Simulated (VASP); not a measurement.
Write the native input for VASP 6.6.1 that does the following.

```yaml
Task: single point
Functional: PBE
Potentials_or_basis: VASP PAW PBE potentials, release 64 (Mg)
Cutoff: 520 eV
k_mesh: 14 × 14 × 13
Occupations: fermi-dirac, width 0.1 eV
Spin: no spin polarisation
Dipole_correction: no
Further_INCAR_settings: ALGO = Normal; EDIFF = 1e-07; NBANDS = 7
```

The structure of Mg lies in POSCAR:

```
Mg
1.0
    3.0892807173      0.0000000000      0.0000000000
   -1.5446403587      2.6753955806      0.0000000000
    0.0000000000      0.0000000000      3.1077571022
Mg
1
Direct
    0.0000000000      0.0000000000      0.0000000000
```

The input as run:

INCAR

```
SYSTEM = Mg
PREC = Accurate ; ENCUT = 520
EDIFF = 1E-7 ; ISMEAR = -1
SIGMA = 0.1 ; LREAL = .False.
LASPH = .True. ; NELM = 100
ALGO = Normal ; ISIF = 2
LWAVE = .False. ; LCHARG = .False.
GGA = PE ; NBANDS = 7
```

KPOINTS

```
regular mesh
0
Gamma
  14 14 13
  0 0 0
```

Potentials or basis: VASP PAW PBE potentials, release 64 (Mg).

Launch:

```bash
$ cat potpaw_PBE.64/Mg/POTCAR > POTCAR
$ mpirun -np 1 vasp_std > vasp.out
```

It gave:

* Pressure: -0.1 GPa
* Band gap on the k mesh: zero (band 1 reaches 4.42 eV, above the bottom of band 2 at 0.13 eV)

Run time: 12 s on 1 thread of Intel(R) Xeon(R) Platinum 8259CL CPU @ 2.50GHz (Skylake/Cascade Lake) (shared host), peak memory 0.15 GiB.
